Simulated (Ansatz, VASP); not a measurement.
# CaSe in VASP and in Ansatz

```
Ca Se
1.0
     0.00000    2.97897    2.97897
     2.97897    0.00000    2.97897
     2.97897    2.97897    0.00000
Ca Se
1 1
Direct
  0.00000 0.00000 0.00000
  0.50000 0.50000 0.50000
```

Alike in both runs: functional PBE; k mesh 12 × 12 × 12; occupations fermi-dirac, width 0.03 eV; no spin polarisation.

Ansatz relaxed the structure, and its values are those at the end. VASP's run is a single point on that final structure, the one shown.

|  | VASP | Ansatz |
| --- | --- | --- |
| version | VASP 6.6.1 | Ansatz 0.2.0 |
| potentials or method | VASP PAW PBE potentials, release 64 (Ca_sv, Se) | PAW with Ansatz's default frozen-core files, scalar-relativistic |
| plane-wave cutoff (eV) | 520 | 420 |
| valence electrons in the cell | 16 | 26 |

```csv
,VASP,Ansatz,Ansatz less VASP
pressure (GPa),0.2,0.0,-0.16
```

VASP's potentials hold 16 valence electrons a cell and Ansatz's 26, so a difference there can come from the potentials and not from the codes.
